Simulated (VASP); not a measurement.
# Fe (Fm-3m) in VASP: further runs

Fe is run at these levels: PBE; tasks: single point.

Program: VASP 6.6.1. These are calculated values, not measurements. Logs are shortened: lines on timing, memory, paths and dates and some standing lists are left out, and cuts for length are marked.

## 1. The cell of the first run

It takes space group Fm-3m (No. 225, cubic). The conventional cell has a = 3.555 Å, b = 3.555 Å, c = 3.555 Å, α = 90.00°, β = 90.00°, γ = 90.00°. Fe (site symmetry m-3m) has 12 Fe at 2.51 Å within 3.3 Å.

## 2. Single point, PBE, collinear spin, ferromagnetic start

File INCAR:

```
PREC = Accurate ; ENCUT = 520
EDIFF = 1E-7 ; ISMEAR = -1
SIGMA = 0.1 ; LREAL = False
LASPH = True ; NELM = 150
ALGO = Normal ; ISIF = 2
LWAVE = False ; LCHARG = True
ISPIN = 2 ; MAGMOM = 1.46
LORBIT = 11 ; NUPDOWN = 1.46
LMAXMIX = 4 ; GGA = PE
LELF = True ; LVHAR = True
NBANDS = 14
```

File KPOINTS:

```
Automatic mesh
0
Gamma
  12 12 12
```

File POSCAR:

```
Fe
1.0
    0.0000000000      1.7775000000      1.7775000000
    1.7775000000      0.0000000000      1.7775000000
    1.7775000000      1.7775000000      0.0000000000
Fe
1
Direct
    0.0000000000      0.0000000000      0.0000000000
```

Potentials or basis: VASP PAW PBE potentials, release 64 (Fe).

Run with:

```sh
$ cat potpaw_PBE.64/Fe/POTCAR > POTCAR
$ mpirun -np 1 vasp_std > vasp.out
```

OUTCAR:

```text
PREC = Accurate
   ENCUT = 520
   EDIFF = 1E-7
   ISMEAR = -1
   LREAL = False
   LASPH = True
   NELM = 150
   ISIF = 2
   ISPIN = 2
   LORBIT = 11
   NUPDOWN = 1.46
   GGA = PE

 ion  position               nearest neighbor table
   1  0.000  0.000  0.000-

  LATTYP: Found a face centered cubic cell.
 ALAT       =     3.5550000000

  Lattice vectors:

 A1 = (   0.0000000000,   1.7775000000,   1.7775000000)
 A2 = (   1.7775000000,   0.0000000000,   1.7775000000)
 A3 = (   1.7775000000,   1.7775000000,   0.0000000000)

Analysis of symmetry for initial positions (statically):
=====================================================================
 Subroutine PRICEL returns:
 Original cell was already a primitive cell.

 Routine SETGRP: Setting up the symmetry group for a
 face centered cubic supercell.

 Subroutine GETGRP returns: Found 48 space group operations
 (whereof 48 operations were pure point group operations)
 out of a pool of 48 trial point group operations.

The static configuration has the point symmetry O_h .

Analysis of symmetry for dynamics (positions and initial velocities):
=====================================================================
 Subroutine PRICEL returns:
 Original cell was already a primitive cell.

 Routine SETGRP: Setting up the symmetry group for a
 face centered cubic supercell.

 Subroutine GETGRP returns: Found 48 space group operations
 (whereof 48 operations were pure point group operations)
 out of a pool of 48 trial point group operations.

The dynamic configuration has the point symmetry O_h .

Analysis of structural, dynamic, and magnetic symmetry:
=====================================================================
 Subroutine PRICEL returns:
 Original cell was already a primitive cell.

 Routine SETGRP: Setting up the symmetry group for a
 face centered cubic supercell.

 Subroutine GETGRP returns: Found 48 space group operations
 (whereof 48 operations were pure point group operations)
 out of a pool of 48 trial point group operations.

The overall configuration has the point symmetry O_h .

 Subroutine INISYM returns: Found 48 space group operations
 (whereof 48 operations are pure point group operations),
 and found     1 'primitive' translations

----------------------------------------------------------------------------------------

                                     Primitive cell

  volume of cell :      11.2320

  direct lattice vectors                    reciprocal lattice vectors
     0.000000000  1.777500000  1.777500000    -0.281293952  0.281293952  0.281293952
     1.777500000  0.000000000  1.777500000     0.281293952 -0.281293952  0.281293952
     1.777500000  1.777500000  0.000000000     0.281293952  0.281293952 -0.281293952

  length of vectors
     2.513764607  2.513764607  2.513764607     0.487215417  0.487215417  0.487215417

  position of ions in fractional coordinates (direct lattice)
     0.000000000  0.000000000  0.000000000

  ion indices of the primitive-cell ions
   primitive index   ion index
                 1           1

----------------------------------------------------------------------------------------

 KPOINTS: Automatic mesh

Automatic generation of k-mesh.
 Grid dimensions read from file:
 generate k-points for:   12   12   12

 Generating k-lattice:

  Cartesian coordinates                     Fractional coordinates (reciprocal lattice)
    -0.023441163  0.023441163  0.023441163     0.083333333  0.000000000  0.000000000
     0.023441163 -0.023441163  0.023441163     0.000000000  0.083333333  0.000000000
     0.023441163  0.023441163 -0.023441163     0.000000000  0.000000000  0.083333333

  Length of vectors
     0.040601285  0.040601285  0.040601285

  Shift w.r.t. Gamma in fractional coordinates (k-lattice)
     0.000000000  0.000000000  0.000000000

 Subroutine IBZKPT returns following result:
 ===========================================

 Found     72 irreducible k-points:

 Following reciprocal coordinates:
            Coordinates               Weight
  0.000000  0.000000  0.000000      1.000000
  0.083333  0.000000  0.000000      8.000000
  0.166667  0.000000  0.000000      8.000000
  0.250000  0.000000  0.000000      8.000000
  0.333333  0.000000  0.000000      8.000000
  0.416667  0.000000  0.000000      8.000000
[... 16 lines left out ...]
  0.500000  0.166667  0.000000     24.000000
 -0.416667  0.166667  0.000000     24.000000
 [... further k-points ...]
   k-points           NKPTS =     72   k-points in BZ     NKDIM =     72   number of bands    NBANDS=     14
   number of dos      NEDOS =    301   number of ions     NIONS =      1
   total plane-waves  NPLWV =   8000
   dimension x,y,z NGX =    20 NGY =   20 NGZ =   20
   dimension x,y,z NGXF=    40 NGYF=   40 NGZF=   40
   ions per type =               1
   NGX,Y,Z   is equivalent  to a cutoff of  13.23, 13.23, 13.23 a.u.
   NGXF,Y,Z  is equivalent  to a cutoff of  26.45, 26.45, 26.45 a.u.
 SYSTEM =  unknown system
   PREC   = accura    normal or accurate (medium, high low for compatibility)
   ISTART =      0    job   : 0-new  1-cont  2-samecut
   ICHARG =      2    charge: 1-file 2-atom 10-const
   ISPIN  =      2    spin polarized calculation?
   LNONCOLLINEAR =      F non collinear calculations
   LSORBIT =      F    spin-orbit coupling
   LASPH  =      T    aspherical Exc in radial PAW
   ENCUT  =  520.0 eV  38.22 Ry    6.18 a.u.   4.67  4.67  4.67*2*pi/ulx,y,z
   NELM   =    150;   NELMIN=  2; NELMDL= -5     # of ELM steps
   EDIFF  = 0.1E-06   stopping-criterion for ELM
   LREAL  =      F    real-space projection
   EDIFFG = 0.1E-05   stopping-criterion for IOM
   NSW    =      0    number of steps for IOM
   IBRION =     -1    ionic relax: 0-MD 1-quasi-New 2-CG
   NFREE  =      0    steps in history (QN), initial steepest desc. (CG)
   ISIF   =      2    stress and relaxation
   ISYM   =      2    0-nonsym 1-usesym 2-fastsym
   POTIM  = 0.5000    time-step for ionic-motion
   TEBEG  =    0.0;   TEEND  =   0.0 temperature during run
   PSTRESS=    0.0 pullay stress
   NELECT =       8.0000    total number of electrons
   NUPDOWN=       1.4600    fix difference up-down
   EMIN   =  10.00;   EMAX   =-10.00  energy-range for DOS
   EFERMI =   0.00;   METHOD = LEGACY
   ISMEAR =    -1;   SIGMA  =   0.10  broadening in eV -4-tet -1-fermi 0-gaus
   EFERMI_NEDOS =   21; number of points for ismear=-14 and -15
   IALGO  =     38    algorithm
   IMIX   =      4    mixing-type and parameters
     AMIX     =   0.40;   BMIX     =  1.00
     AMIX_MAG =   1.60;   BMIX_MAG =  1.00
  volume/ion in A,a.u.               =      11.23        75.80
  Fermi-wavevector in a.u.,A,eV,Ry     =   1.462015  2.762808 29.082296  2.137488
  Thomas-Fermi vector in A             =   2.578279
   LORBIT       =     11    0 simple, 1 ext, 2 COOP (PROOUT), +10 PAW based schemes
   GGA     = PE    functional components
   LHFCALC =     F    Hartree Fock is set to
   AEXX    =    0.0000 exact exchange contribution
   IVDW    =     0    specifies the selected vdW correction
   LEPSILON=     F    determine dielectric tensor
   LRPA    =     F    only Hartree local field effects (RPA)
 spin polarized calculation
  energy-cutoff  :      520.00
  volume of cell :       11.23
 maximum number of plane-waves:       311
   NGX =  9   NGY =  9   NGZ =  9

 number of electron       7.9999994 magnetization       1.4599999

 Free energy of the ion-electron system (eV)
  ---------------------------------------------------
  ext. energy  EPLUGINS =         0.00000000
  ---------------------------------------------------
  free energy    TOTEN  =        -8.09974948 eV

  energy without entropy =       -8.04153873  energy(sigma->0) =       -8.07064411

 E-fermi :   5.9074     XC(G=0): -13.2063

 val. band max:        5.9060718517   @ k =   0.2500   0.2500   0.0000
 cond. band min:       5.9133542889   @ k =   0.4167   0.0000   0.0000
 fundamental gap:      0.0072824372
 Fermi energy:         5.9068800720

 spin component 1

 k-point     1 :       0.0000    0.0000    0.0000
  band No.  band energies     occupation
      1      -2.5559      1.00000
      2       3.9562      1.00000
      3       3.9562      1.00000
      4       3.9562      1.00000
      5       4.9100      0.99995
      6       4.9100      0.99995
      7      28.4597      0.00000
      8      33.0459      0.00000
      9      33.0459      0.00000
     10      33.0459      0.00000
     11      36.1793      0.00000
     12      36.1793      0.00000
     13      36.1793      0.00000
     14      38.4270      0.00000
[... 375 lines left out ...]
 k-point    24 :      -0.4167    0.1667    0.0000
  band No.  band energies     occupation
      1       1.8172      1.00000
      2       3.0936      1.00000
      3       4.0925      1.00000
      4       4.1620      1.00000
      5       5.9153      0.47903
      6       8.8304      0.00000
      7      13.3123      0.00000
      8      22.9353      0.00000
      9      27.7399      0.00000
     10      28.4926      0.00000
     11      37.3533      0.00000
     12      37.5698      0.00000
     13      44.9832      0.00000
     14      47.5242      0.00000

 [... further k-points ...]

 spin component 2

 k-point     1 :       0.0000    0.0000    0.0000
  band No.  band energies     occupation
      1      -2.4205      1.00000
      2       5.0980      0.99969
      3       5.0980      0.99969
      4       5.0980      0.99969
      5       6.9334      0.00004
      6       6.9335      0.00003
      7      28.2285      0.00000
      8      33.3550      0.00000
      9      33.3550      0.00000
     10      33.3550      0.00000
     11      36.5221      0.00000
     12      36.5221      0.00000
     13      36.5221      0.00000
     14      37.9817      0.00000
[... 375 lines left out ...]
 k-point    24 :      -0.4167    0.1667    0.0000
  band No.  band energies     occupation
      1       2.5487      1.00000
      2       4.4912      1.00000
      3       5.0006      0.99988
      4       5.7245      0.86171
      5       7.4664      0.00000
      6       9.7888      0.00000
      7      14.0662      0.00000
      8      23.3004      0.00000
      9      28.1942      0.00000
     10      28.6295      0.00000
     11      37.6916      0.00000
     12      37.7655      0.00000
     13      45.3378      0.00000
     14      47.8813      0.00000

 [... further k-points ...]
[... 5 lines left out ...]
  --------------------------------------------------------------------------------------
  -------------------------------------------------------------------------------------
  Total       -0.5852750     -0.5852750     -0.5852750     -0.0000000      0.0000000      0.0000000
  in kB      -83.4856283    -83.4856283    -83.4856283     -0.0000000      0.0000000      0.0000000
  external PRESSURE =     -83.4856283 kB  Pullay stress =       0.0000000 kB

 VOLUME and BASIS-vectors are now :
 -----------------------------------------------------------------------------
  energy-cutoff  :      520.00
  volume of cell :       11.23
      direct lattice vectors                 reciprocal lattice vectors
     0.000000000  1.777500000  1.777500000    -0.281293952  0.281293952  0.281293952
     1.777500000  0.000000000  1.777500000     0.281293952 -0.281293952  0.281293952
     1.777500000  1.777500000  0.000000000     0.281293952  0.281293952 -0.281293952

 POSITION                                       TOTAL-FORCE (eV/Angst)
 -----------------------------------------------------------------------------------
      0.00000      0.00000      0.00000        -0.000000     -0.000000     -0.000000
 -----------------------------------------------------------------------------------
    total drift:                                0.000000     -0.000000     -0.000000

  FREE ENERGIE OF THE ION-ELECTRON SYSTEM (eV)
  ---------------------------------------------------
  free  energy   TOTEN  =        -8.0997494833 eV

  energy  without entropy=       -8.0415387326  energy(sigma->0) =       -8.07064411

 total charge

# of ion       s       p       d       tot
------------------------------------------
    1        0.495   0.546   6.247   7.288

 magnetization (x)

# of ion       s       p       d       tot
------------------------------------------
    1       -0.009  -0.029   1.490   1.452
```

It took 17 s on 1 thread of Intel Xeon Platinum 8488C (Sapphire Rapids), shared host; peak memory 0.14 GiB.

Results:

| Item | Value |
| --- | --- |
| Free energy | -8.0997 eV |
| Pressure | -8.3 GPa |
| Net moment | 1.46 μB per cell |
| Site moments | Fe +1.45 μB |
| Valence electrons inside the program's atomic spheres | Fe 7.29 |

Caveat: the total moment is fixed, so each spin has its own Fermi level.

## 3. Single point, PBE, collinear spin, ferromagnetic start

File INCAR:

```
PREC = Accurate
ENCUT = 520
EDIFF = 1E-6
ISMEAR = -1
SIGMA = 0.1
LREAL = F
LASPH = T
NELM = 150
ALGO = Normal
ISIF = 2
LWAVE = F
LCHARG = F
ISPIN = 2
MAGMOM = 2.18
LORBIT = 11
NUPDOWN = 2.18
LMAXMIX = 4
GGA = PE
NBANDS = 14
```

File KPOINTS:

```
regular mesh
0
Gamma
  12 12 12
```

POSCAR is that of step 2.

Potentials or basis: VASP PAW PBE potentials, release 64 (Fe).

Run with:

```sh
$ cat potpaw_PBE.64/Fe/POTCAR > POTCAR
$ mpirun -np 1 vasp_std > vasp.out
```

OUTCAR:

```text
PREC = Accurate
   ENCUT = 520
   EDIFF = 1E-6
   ISMEAR = -1
   LREAL = F
   LASPH = T
   NELM = 150
   ISIF = 2
   ISPIN = 2
   LORBIT = 11
   NUPDOWN = 2.18
   GGA = PE

 ion  position               nearest neighbor table
   1  0.000  0.000  0.000-

  LATTYP: Found a face centered cubic cell.
 ALAT       =     3.5550000000

  Lattice vectors:

 A1 = (   0.0000000000,   1.7775000000,   1.7775000000)
 A2 = (   1.7775000000,   0.0000000000,   1.7775000000)
 A3 = (   1.7775000000,   1.7775000000,   0.0000000000)

Analysis of symmetry for initial positions (statically):
=====================================================================
 Subroutine PRICEL returns:
 Original cell was already a primitive cell.

 Routine SETGRP: Setting up the symmetry group for a
 face centered cubic supercell.

 Subroutine GETGRP returns: Found 48 space group operations
 (whereof 48 operations were pure point group operations)
 out of a pool of 48 trial point group operations.

The static configuration has the point symmetry O_h .

Analysis of symmetry for dynamics (positions and initial velocities):
=====================================================================
 Subroutine PRICEL returns:
 Original cell was already a primitive cell.

 Routine SETGRP: Setting up the symmetry group for a
 face centered cubic supercell.

 Subroutine GETGRP returns: Found 48 space group operations
 (whereof 48 operations were pure point group operations)
 out of a pool of 48 trial point group operations.

The dynamic configuration has the point symmetry O_h .

Analysis of structural, dynamic, and magnetic symmetry:
=====================================================================
 Subroutine PRICEL returns:
 Original cell was already a primitive cell.

 Routine SETGRP: Setting up the symmetry group for a
 face centered cubic supercell.

 Subroutine GETGRP returns: Found 48 space group operations
 (whereof 48 operations were pure point group operations)
 out of a pool of 48 trial point group operations.

The overall configuration has the point symmetry O_h .

 Subroutine INISYM returns: Found 48 space group operations
 (whereof 48 operations are pure point group operations),
 and found     1 'primitive' translations

[... 150 lines left out ...]
      1      -2.5856      1.00000
      2       3.7345      1.00000
      3       3.7345      1.00000
      4       3.7345      1.00000
      5       4.7970      1.00000
      6       4.7970      1.00000
      7      28.4775      0.00000
      8      33.0283      0.00000
      9      33.0283      0.00000
     10      33.0283      0.00000
     11      36.1074      0.00000
     12      36.1074      0.00000
     13      36.1074      0.00000
     14      38.4626      0.00000
[... 379 lines left out ...]
      3       3.9562      1.00000
      4       3.9986      1.00000
      5       5.7075      0.95867
      6       8.7413      0.00000
      7      13.1897      0.00000
      8      22.8975      0.00000
      9      27.6838      0.00000
     10      28.4569      0.00000
     11      37.3004      0.00000
     12      37.5499      0.00000
     13      44.9297      0.00000
     14      47.4534      0.00000

 [... further k-points ...]

 spin component 2

 k-point     1 :       0.0000    0.0000    0.0000
  band No.  band energies     occupation
      1      -2.3639      1.00000
      2       5.6635      0.96162
      3       5.6636      0.96160
      4       5.6636      0.96160
      5       7.4267      0.00000
      6       7.4268      0.00000
      7      28.1847      0.00000
      8      33.3863      0.00000
      9      33.3863      0.00000
     10      33.3863      0.00000
     11      36.7370      0.00000
     12      36.7370      0.00000
     13      36.7370      0.00000
     14      37.9077      0.00000
[... 379 lines left out ...]
      3       5.4385      0.99581
      4       6.2231      0.08514
      5       8.0562      0.00000
      6      10.1815      0.00000
      7      14.4403      0.00000
      8      23.4414      0.00000
      9      28.3504      0.00000
     10      28.7102      0.00000
     11      37.8300      0.00000
     12      37.8361      0.00000
     13      45.4634      0.00000
     14      48.0213      0.00000

 [... further k-points ...]
[... 5 lines left out ...]
  --------------------------------------------------------------------------------------
  -------------------------------------------------------------------------------------
  Total        0.3961082      0.3961082      0.3961082     -0.0000000     -0.0000000      0.0000000
  in kB       56.5022303     56.5022303     56.5022303     -0.0000000     -0.0000000      0.0000000
  external PRESSURE =      56.5022303 kB  Pullay stress =       0.0000000 kB

 VOLUME and BASIS-vectors are now :
 -----------------------------------------------------------------------------
  energy-cutoff  :      520.00
  volume of cell :       11.23
      direct lattice vectors                 reciprocal lattice vectors
     0.000000000  1.777500000  1.777500000    -0.281293952  0.281293952  0.281293952
     1.777500000  0.000000000  1.777500000     0.281293952 -0.281293952  0.281293952
     1.777500000  1.777500000  0.000000000     0.281293952  0.281293952 -0.281293952

 POSITION                                       TOTAL-FORCE (eV/Angst)
 -----------------------------------------------------------------------------------
      0.00000      0.00000      0.00000        -0.000000     -0.000000     -0.000000
 -----------------------------------------------------------------------------------
    total drift:                                0.000000      0.000000      0.000000

  FREE ENERGIE OF THE ION-ELECTRON SYSTEM (eV)
  ---------------------------------------------------
  free  energy   TOTEN  =        -8.0903051260 eV

  energy  without entropy=       -8.0302574037  energy(sigma->0) =       -8.06028126

 total charge

# of ion       s       p       d       tot
------------------------------------------
    1        0.498   0.550   6.245   7.293

 magnetization (x)

# of ion       s       p       d       tot
------------------------------------------
    1       -0.016  -0.042   2.226   2.168
```

stdout:

```text
POSCAR found type information on POSCAR Fe
 POSCAR found :  1 types and       1 ions
 scaLAPACK will be used
 LDA part: xc-table for (Slater+PW92), standard interpolation
 POSCAR, INCAR and KPOINTS ok, starting setup
 FFT: planning ... GRIDC
 FFT: planning ... GRID_SOFT
 FFT: planning ... GRID
 WAVECAR not read
 entering main loop
```

Run time: 16 s. Hardware: 1 thread of Intel Xeon Platinum 8488C (Sapphire Rapids), shared host; peak memory 0.13 GiB.

What came out:

```
Free energy                                           : -8.0903 eV
Pressure                                              : 5.7 GPa
Net moment                                            : 2.18 μB per cell
Site moments                                          : Fe +2.17 μB
Valence electrons inside the program's atomic spheres : Fe 7.29
```

Caveat: the total moment is fixed, so each spin has its own Fermi level.
